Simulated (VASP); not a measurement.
Input of a VASP 6.6.1 run:

File INCAR:

```
SYSTEM = Cr
  PREC = Accurate
  ENCUT = 520
  EDIFF = 1E-6
  ISMEAR = 0
  SIGMA = 0.1
  LREAL = .FALSE.
  LASPH = .TRUE.
  NELM = 100
  ALGO = Fast
  ISIF = 2
  LWAVE = .FALSE.
  LCHARG = .FALSE.
  GGA = PS
  NBANDS = 19
```

The input KPOINTS:

```
Automatic mesh
0
G
  38 38 38
  0 0 0
```

File POSCAR:

```
Cr
1.0
    2.6912098138      0.0000000000      0.0000000000
    0.0000000000      2.6912098138      0.0000000000
    0.0000000000      0.0000000000      2.6912098138
Cr
2
Direct
    0.0000000000      0.0000000000      0.0000000000
    0.5000000000      0.5000000000      0.5000000000
```

Potentials or basis: VASP PAW PBE potentials, release 64 (Cr_pv).

Run with:

```bash
$ cat potpaw_PBE.64/Cr_pv/POTCAR > POTCAR
$ mpirun -np 1 vasp_std > vasp.out
```

Question: Predict the pressure.

Answer: 49.6 GPa.

Question: Predict the band gap on the k mesh.

Answer: Zero (band 12 reaches 14.87 eV, above the bottom of band 13 at 12.90 eV).

Caveat: the PAW data sets were made with another functional, which shifts forces and pressure a little; the run has no spin polarisation, though such a crystal can be magnetic. Spin polarisation is off, so any magnetic state and its effect on volume and gap are missing.
